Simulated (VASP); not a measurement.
Here is a VASP 6.6.1 calculation.

The input INCAR:

```
PREC = Accurate ; ENCUT = 520
EDIFF = 1E-7 ; ISMEAR = 0
SIGMA = 0.02 ; LREAL = F
LASPH = T ; NELM = 150
ALGO = Normal ; ISIF = 2
LWAVE = F ; LCHARG = F
ISPIN = 2 ; MAGMOM = 2.88 0.24
LORBIT = 11 ; LMAXMIX = 4
LDAU = T ; LDAUTYPE = 2
LDAUL = 2 -1 ; LDAUU = 3.32 0
LDAUJ = 0 0 ; LDAUPRINT = 1
GGA = PE ; NBANDS = 18
```

File KPOINTS:

```
regular mesh
0
Gamma
  12 12 12
```

File POSCAR:

```
CoO
1.0
    1.5668877931      0.9046430892      2.5220173946
   -1.5668877931      0.9046430892      2.5220173946
    0.0000000000     -1.8092861783      2.5220173946
Co O
1 1
Direct
    0.0000000000      0.0000000000      0.0000000000
    0.5000000000      0.5000000000      0.5000000000
```

Potentials or basis: VASP PAW PBE potentials, release 64 (Co, O).

Command:

```console
$ cat potpaw_PBE.64/Co/POTCAR potpaw_PBE.64/O/POTCAR > POTCAR
$ mpirun -np 1 vasp_std > vasp.out
```

Q: What does it give for the net moment?

A: 3.00 μB per cell.

Q: Predict the pressure.

A: -14.9 GPa.

Q: What does it give for the band gap on the k mesh?

A: Zero (filled and empty bands overlap).

Q: Predict the site moments.

A: Co +2.73; O +0.24 μB.

Stress tensor (GPa, compression positive):
```
-14.82   0.00   0.00
  0.00 -14.82   0.00
  0.00   0.00 -14.99
```

Caveat: the cell stands under tension; a cell with one magnetic atom can't hold antiferromagnetic order, which such compounds often take. The state reached can hang on the start; a lower one may exist.
